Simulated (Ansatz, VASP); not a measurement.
## One calculation of CrBr, two programs

```
Cr Br
1.0
     0.00000    2.88385    2.88385
     2.88385    0.00000    2.88385
     2.88385    2.88385    0.00000
Cr Br
1 1
Direct
  0.00000 0.00000 0.00000
  0.50000 0.50000 0.50000
```

Alike in both runs: functional PBE; k mesh 6 × 6 × 6; occupations gaussian, width 0.1 eV; collinear spin.

Ansatz relaxed the structure, and its values are those at the end. VASP's run is a single point on that final structure, the one shown.

|  | VASP | Ansatz |
| --- | --- | --- |
| version | VASP 6.6.1 | Ansatz 0.2.0 |
| potentials or method | VASP PAW PBE potentials, release 64 (Cr_pv, Br), cutoff 520 eV | scalar-relativistic, plane waves, PAW |
| valence electrons in the cell | 19 | 21 |

Ansatz gave:

* gap on the k mesh at the Fermi level (eV): none
* pressure (GPa): 0.1
* net moment per atom (μB): 2.50
* size of the moment on the site where the two differ most (μB): 0.06

Which values does VASP return?

gap on the k mesh at the Fermi level (eV): none; pressure (GPa): 0.1; net moment per atom (μB): 2.50; size of the moment on the site where the two differ most (μB): 0.04.

Site moments also hang on the region over which each program counts them. A gap of «none» marks a metal or a gap that the smearing closes. The functional is the same, so the differences come from potentials, cutoffs and numerics. VASP's potentials hold 19 valence electrons a cell and Ansatz's 21, so a difference there can come from the potentials and not from the codes.
